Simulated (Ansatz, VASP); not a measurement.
# In3As: VASP beside Ansatz

```xyz
4
Lattice="4.5683 0.0000 0.0000 0.0000 4.5683 0.0000 0.0000 0.0000 4.5683" Properties=species:S:1:pos:R:3 pbc="T T T"
In    0.0000    2.2841    2.2841
In    2.2841    0.0000    2.2841
In    2.2841    2.2841    0.0000
As    0.0000    0.0000    0.0000
```

Alike in both runs: functional revPBE; dispersion D3(BJ); k mesh 4 × 4 × 4; occupations fermi-dirac, width 0.01 eV; no spin polarisation.

Ansatz relaxed the structure, and its values are those at the end. VASP's run is a single point on that final structure, the one shown.

```csv
,VASP,Ansatz
version,VASP 6.6.1,Ansatz 0.2.0
potentials or method,"VASP PAW PBE potentials, release 64 (In_d, As), cutoff 520 eV","plane waves, PAW"
valence electrons in the cell,44,54
```

|  | VASP | Ansatz | Ansatz less VASP |
| --- | --- | --- | --- |
| pressure (GPa) | -0.1 | 0.0 | +0.01 |

VASP's potentials were made for PBE, not for revPBE. VASP's potentials hold 44 valence electrons a cell and Ansatz's 54, so a difference there can come from the potentials and not from the codes. Ansatz's warnings: stress scf threshold loose.
